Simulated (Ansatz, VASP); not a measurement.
**Sr in VASP and in Ansatz**

```
Sr
1.0
     0.00000    2.96686    2.96686
     2.96686    0.00000    2.96686
     2.96686    2.96686    0.00000
Sr
1
Direct
  0.00000 0.00000 0.00000
```

Alike in both runs: task relaxation of cell and atoms; functional PBEsol; k mesh 11 × 11 × 11; occupations fermi-dirac, width 0.05 eV; no spin polarisation.

|  | VASP | Ansatz |
| --- | --- | --- |
| version | VASP 6.6.1 | Ansatz 0.2.0 |
| potentials or method | VASP PAW PBE potentials, release 64 (Sr_sv) | PAW with Ansatz's default frozen-core files, scalar-relativistic |
| plane-wave cutoff (eV) | 600 | 420 |
| valence electrons in the cell | 10 | 10 |

Ansatz gave:

| Property | Result |
| --- | --- |
| relaxed volume (Å³/atom) | 51.90 |
| relaxed cell length with the largest relative difference (Å) | 4.187 |

Task: Estimate VASP's values.

Result: Relaxed volume (Å³/atom): 51.99; relaxed cell length with the largest relative difference (Å): 4.189.

VASP's potentials were made for PBE, not for PBEsol.
